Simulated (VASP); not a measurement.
# Yb (Pm-3n) in VASP: single point with RPBE

Aim: the single point of Yb with RPBE.

Program: VASP 6.6.1. These are calculated values, not measurements. Logs are shortened: lines on timing, memory, paths and dates and some standing lists are left out, and cuts for length are marked.

### Step 1. The cell of the first run

The structure is cubic, space group Pm-3n (No. 223). The conventional cell has a = 6.802 Å, b = 6.802 Å, c = 6.802 Å, α = 90.00°, β = 90.00°, γ = 90.00°. Yb (site symmetry m-3) has 12 Yb at 3.80 Å within 5.0 Å. Within 4.5 Å of Yb (site symmetry -4m2) lie 14 Yb at 3.40 to 4.17 Å.

### Step 2. Single point, RPBE

The input, INCAR:

```
  PREC = Accurate
  ENCUT = 690
  EDIFF = 1E-6
  ISMEAR = -1
  SIGMA = 0.1
  LREAL = F
  LASPH = T
  NELM = 300
  ALGO = All
  ISIF = 2
  LWAVE = F
  LCHARG = F
  GGA = RP
  NBANDS = 106
  GGA_COMPAT = F
  LMAXMIX = 6
  ISEARCH = 1
  KPAR = 4
```

The input, KPOINTS:

```
regular mesh
0
Gamma
  5 5 5
```

The input, POSCAR:

```
Yb
1.0
    6.8019269888      0.0000000000      0.0000000000
    0.0000000000      6.8019269888      0.0000000000
    0.0000000000      0.0000000000      6.8019269888
Yb
8
Direct
    1.0000000000      1.0000000000      0.0000000000
    0.5000000000      0.5000000000      0.5000000000
    0.2500000000      1.0000000000      0.5000000000
    0.7500000000      1.0000000000      0.5000000000
    0.5000000000      0.2500000000      0.0000000000
    0.5000000000      0.7500000000      0.0000000000
    1.0000000000      0.5000000000      0.2500000000
    1.0000000000      0.5000000000      0.7500000000
```

Potentials or basis: VASP PAW PBE potentials, release 64 (Yb).

Launch:

```
> cat potpaw_PBE.64/Yb/POTCAR > POTCAR
> mpirun -np 4 vasp_std > vasp.out
```

OUTCAR:

```text
PREC = Accurate
   ENCUT = 690
   EDIFF = 1E-6
   ISMEAR = -1
   LREAL = F
   LASPH = T
   NELM = 300
   ISIF = 2
   GGA = RP

 ion  position               nearest neighbor table
   1  0.000  0.000  0.000-   3 3.80   4 3.80   5 3.80   6 3.80   7 3.80   8 3.80   3 3.80   4 3.80
                             7 3.80   8 3.80   5 3.80   6 3.80
   2  0.500  0.500  0.500-   3 3.80   4 3.80   5 3.80   6 3.80   7 3.80   8 3.80   5 3.80   6 3.80
                             3 3.80   4 3.80   7 3.80   8 3.80
   3  0.250  0.000  0.500-   4 3.40   4 3.40   1 3.80   1 3.80   2 3.80   2 3.80
   4  0.750  0.000  0.500-   3 3.40   3 3.40   1 3.80   1 3.80   2 3.80   2 3.80
   5  0.500  0.250  0.000-   6 3.40   6 3.40   1 3.80   2 3.80   2 3.80   1 3.80
   6  0.500  0.750  0.000-   5 3.40   5 3.40   1 3.80   2 3.80   2 3.80   1 3.80
   7  0.000  0.500  0.250-   8 3.40   8 3.40   1 3.80   2 3.80   1 3.80   2 3.80
   8  0.000  0.500  0.750-   7 3.40   7 3.40   1 3.80   2 3.80   1 3.80   2 3.80

  LATTYP: Found a simple cubic cell.
 ALAT       =     6.8019269888

  Lattice vectors:

 A1 = (   6.8019269888,   0.0000000000,   0.0000000000)
 A2 = (   0.0000000000,   6.8019269888,   0.0000000000)
 A3 = (   0.0000000000,   0.0000000000,   6.8019269888)

Analysis of symmetry for initial positions (statically):
=====================================================================
 Subroutine PRICEL returns:
 Original cell was already a primitive cell.

 Routine SETGRP: Setting up the symmetry group for a
 simple cubic supercell.

 Subroutine GETGRP returns: Found 48 space group operations
 (whereof 24 operations were pure point group operations)
 out of a pool of 48 trial point group operations.

The static configuration has the point symmetry T_h .
 The point group associated with its full space group is O_h .

Analysis of symmetry for dynamics (positions and initial velocities):
=====================================================================
 Subroutine PRICEL returns:
 Original cell was already a primitive cell.

 Routine SETGRP: Setting up the symmetry group for a
 simple cubic supercell.

 Subroutine GETGRP returns: Found 48 space group operations
 (whereof 24 operations were pure point group operations)
 out of a pool of 48 trial point group operations.

The dynamic configuration has the point symmetry T_h .
 The point group associated with its full space group is O_h .

 Subroutine INISYM returns: Found 48 space group operations
 (whereof 24 operations are pure point group operations),
 and found     1 'primitive' translations

[... 96 lines left out ...]
   NFREE  =      0    steps in history (QN), initial steepest desc. (CG)
   ISIF   =      2    stress and relaxation
   ISYM   =      2    0-nonsym 1-usesym 2-fastsym
   POTIM  = 0.5000    time-step for ionic-motion
   TEBEG  =    0.0;   TEEND  =   0.0 temperature during run
   PSTRESS=    0.0 pullay stress
   NELECT =     192.0000    total number of electrons
   NUPDOWN=      -1.0000    fix difference up-down
   EMIN   =  10.00;   EMAX   =-10.00  energy-range for DOS
   EFERMI =   0.00;   METHOD = LEGACY
   ISMEAR =    -1;   SIGMA  =   0.10  broadening in eV -4-tet -1-fermi 0-gaus
   EFERMI_NEDOS =   21; number of points for ismear=-14 and -15
   IALGO  =     58    algorithm
   IMIX   =      4    mixing-type and parameters
     AMIX     =   0.40;   BMIX     =  1.00
     AMIX_MAG =   1.60;   BMIX_MAG =  1.00
  volume/ion in A,a.u.               =      39.34       265.46
  Fermi-wavevector in a.u.,A,eV,Ry     =   1.388492  2.623869 26.230796  1.927909
  Thomas-Fermi vector in A             =   2.512613
   LORBIT       =      0    0 simple, 1 ext, 2 COOP (PROOUT), +10 PAW based schemes
   GGA     = RP    functional components
   LHFCALC =     F    Hartree Fock is set to
   AEXX    =    0.0000 exact exchange contribution
   IVDW    =     0    specifies the selected vdW correction
   LEPSILON=     F    determine dielectric tensor
   LRPA    =     F    only Hartree local field effects (RPA)
 non-spin polarized calculation
  energy-cutoff  :      690.00
  volume of cell :      314.70
 maximum number of plane-waves:     13037
 NGX is ok and might be reduce to    60
   NGX = 29   NGY = 29   NGZ = 29

 number of electron     192.0000106 magnetization

 Free energy of the ion-electron system (eV)
  ---------------------------------------------------
  ext. energy  EPLUGINS =         0.00000000
  ---------------------------------------------------
  free energy    TOTEN  =       -26.30097543 eV

  energy without entropy =      -25.68122437  energy(sigma->0) =      -25.99109990

 E-fermi :   1.4684     XC(G=0):  -8.9085

 val. band max:        1.4216365666   @ k =   0.2000   0.0000   0.0000
 cond. band min:       1.5060476288   @ k =   0.2000   0.0000   0.0000
 fundamental gap:      0.0844110622
 Fermi energy:         1.4684009645

 k-point     1 :       0.0000    0.0000    0.0000
  band No.  band energies     occupation
      1     -50.5063      2.00000
      2     -50.4992      2.00000
      3     -50.4978      2.00000
      4     -50.4978      2.00000
      5     -50.4934      2.00000
      6     -50.4813      2.00000
[... 1079 lines left out ...]
    105       2.8315      0.00000
    106       2.9012      0.00000

------------------------ aborting loop because EDIFF is reached ----------------------------------------

  FORCE on cell =-STRESS in cart. coord.  units (eV):
  Direction    XX          YY          ZZ          XY          YZ          ZX
  --------------------------------------------------------------------------------------
  -------------------------------------------------------------------------------------
  Total       -0.3916864     -0.3916864     -0.3916864     -0.0000000      0.0000000      0.0000000
  in kB       -1.9941286     -1.9941286     -1.9941286     -0.0000000      0.0000000      0.0000000
  external PRESSURE =      -1.9941286 kB  Pullay stress =       0.0000000 kB

 VOLUME and BASIS-vectors are now :
 -----------------------------------------------------------------------------
  energy-cutoff  :      690.00
  volume of cell :      314.70
      direct lattice vectors                 reciprocal lattice vectors
     6.801926989  0.000000000  0.000000000     0.147017162  0.000000000  0.000000000
     0.000000000  6.801926989  0.000000000     0.000000000  0.147017162  0.000000000
     0.000000000  0.000000000  6.801926989     0.000000000  0.000000000  0.147017162

 POSITION                                       TOTAL-FORCE (eV/Angst)
 -----------------------------------------------------------------------------------
      0.00000      0.00000      0.00000         0.000000      0.000000      0.000000
      3.40096      3.40096      3.40096         0.000000      0.000000      0.000000
      1.70048      0.00000      3.40096        -0.000000      0.000000      0.000000
      5.10145      0.00000      3.40096         0.000000     -0.000000     -0.000000
      3.40096      1.70048      0.00000        -0.000000      0.000000     -0.000000
      3.40096      5.10145      0.00000         0.000000      0.000000      0.000000
      0.00000      3.40096      1.70048         0.000000     -0.000000      0.000000
      0.00000      3.40096      5.10145         0.000000      0.000000      0.000000
 -----------------------------------------------------------------------------------
    total drift:                                0.000000      0.000000     -0.000000

  FREE ENERGIE OF THE ION-ELECTRON SYSTEM (eV)
  ---------------------------------------------------
  free  energy   TOTEN  =       -26.3009754317 eV

  energy  without entropy=      -25.6812496826  energy(sigma->0) =      -25.99111256
```

OSZICAR:

```text
N       E                     dE             d eps       ncg     rms           ort
DAV:   1     0.438568061662E+04    0.43857E+04   -0.42266E+04  1060   0.150E+04
DAV:   2     0.152103885178E+04   -0.28646E+04   -0.27801E+04  1060   0.295E+03
DAV:   3     0.499081621558E+03   -0.10220E+04   -0.96650E+03  1060   0.638E+02
[... 18 lines left out ...]
CGA: 128    -0.263009711292E+02   -0.25319E-05   -0.24367E-05  1060   0.308E-04  -0.309E-05
 trl 129    -0.263009732547E+02   -0.21255E-05   -0.34911E-05  1060   0.285E-04  -0.146E-04
CGA: 130    -0.263009731374E+02   -0.20082E-05   -0.34911E-05  1060   0.204E-04   0.326E-05
CGA: 131    -0.263009748386E+02   -0.17011E-05   -0.17004E-05  1060   0.287E-04  -0.215E-05
CGA: 132    -0.263009754317E+02   -0.59317E-06   -0.73543E-06  1060   0.154E-04   0.338E-05
   1 F= -.26300975E+02 E0= -.25991113E+02  d E =-.619726E+00
```

Run time: 20 min. Hardware: 4 MPI ranks of AMD EPYC 9R45 (Zen 5), shared host; peak memory 1.1 GiB.

Results:

* Free energy: -26.3010 eV
* Pressure: -0.2 GPa
* Band gap on the k mesh: zero (bands 96 and 97 overlap by 0.37 eV)

Levels at points of the mesh, in eV from the Fermi level:
| k point | band 92 | band 93 | band 94 | band 95 | band 96 | band 97 | band 98 | band 99 | band 100 | band 101 |
| --- | --- | --- | --- | --- | --- | --- | --- | --- | --- | --- |
| (0.00, 0.00, 0.00) | -0.46 | -0.43 | -0.43 | -0.43 | 0.20 | 0.20 | 0.20 | 0.28 | 0.28 | 0.28 |

Caveat: the PAW data sets were made with another functional, which shifts forces and pressure a little; spin-orbit coupling is left out, which moves the levels of the heavy elements. Spin polarisation is off, so any magnetic state and its effect on volume and gap are missing.

The gap in the log of VASP goes by the Fermi energy; the results here count the filled bands.